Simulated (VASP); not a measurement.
A run of VASP 6.6.1 is set up as follows.

File INCAR:

```
  PREC = Accurate
  ENCUT = 600
  EDIFF = 1E-6
  ISMEAR = 0
  SIGMA = 0.1
  LREAL = False
  LASPH = True
  NELM = 80
  ALGO = Normal
  ISIF = 3
  LWAVE = False
  LCHARG = False
  GGA = PS
  IBRION = 2
  NSW = 100
  EDIFFG = -0.01
```

File KPOINTS:

```
Automatic mesh
0
Gamma
  18 18 18
```

File POSCAR:

```
As
1.0
    1.8797494575      1.0852738553      3.4857700000
   -1.8797494575      1.0852738553      3.4857700000
    0.0000000000     -2.1705477106      3.4857700000
As
2
Direct
    0.2275400000      0.2275400000      0.2275400000
    0.7724600000      0.7724600000      0.7724600000
```

Potentials or basis: VASP PAW PBE potentials, release 64 (As).

Launch:

```sh
$ cat potpaw_PBE.64/As/POTCAR > POTCAR
$ mpirun -np 1 vasp_std > vasp.out
```

(1) What does it give for the relaxed volume?

(2) What does it give for the band gap on the k mesh?

(3) Estimate the relaxed cell.

(4) What does it give for the space group after relaxing (to 0.1 Å)?

Results:

(1) 20.89 Å³/atom.

(2) zero (bands 5 and 6 overlap by 0.34 eV).

(3) a = 4.011 Å, b = 4.011 Å, c = 4.011 Å, α = 56.36°, β = 56.36°, γ = 56.36°.

(4) R-3m (No. 166).

Caveat: the PAW data sets were made with another functional, which shifts forces and pressure a little.
